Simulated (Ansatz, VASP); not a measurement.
## MgO in VASP and in Ansatz

```
Mg O
1.0
     0.00000    2.08165    2.08165
     2.08165    0.00000    2.08165
     2.08165    2.08165    0.00000
Mg O
1 1
Direct
  0.00000 0.00000 0.00000
  0.50000 0.50000 0.50000
```

Alike in both runs: functional LDA; k mesh 8 × 8 × 8; occupations gaussian, width 0.1 eV; no spin polarisation.

Ansatz relaxed the structure, and its values are those at the end. VASP's run is a single point on that final structure, the one shown.

|  | VASP | Ansatz |
| --- | --- | --- |
| version | VASP 6.6.1 | Ansatz 0.2.0 |
| potentials or method | VASP PAW LDA potentials, release 64 (Mg, O), cutoff 520 eV | scalar-relativistic, plane waves, PAW |
| valence electrons in the cell | 8 | 16 |

Ansatz gave:

```
gap on the k mesh at the Fermi level (eV) : 5.01
least direct gap on the mesh (eV)         : 5.01
pressure (GPa)                            : -0.3
```

**Question.** Which values does VASP return?

**Answer.** gap on the k mesh at the Fermi level (eV): 5.00; least direct gap on the mesh (eV): 5.00; pressure (GPa): -2.2.

Ansatz warns that its potentials were made for another functional, while VASP's fit it. LDA's correlation is that of Perdew and Zunger in VASP and of Perdew and Wang (1992) in Ansatz. VASP's potentials hold 8 valence electrons a cell and Ansatz's 16, so a difference there can come from the potentials and not from the codes.
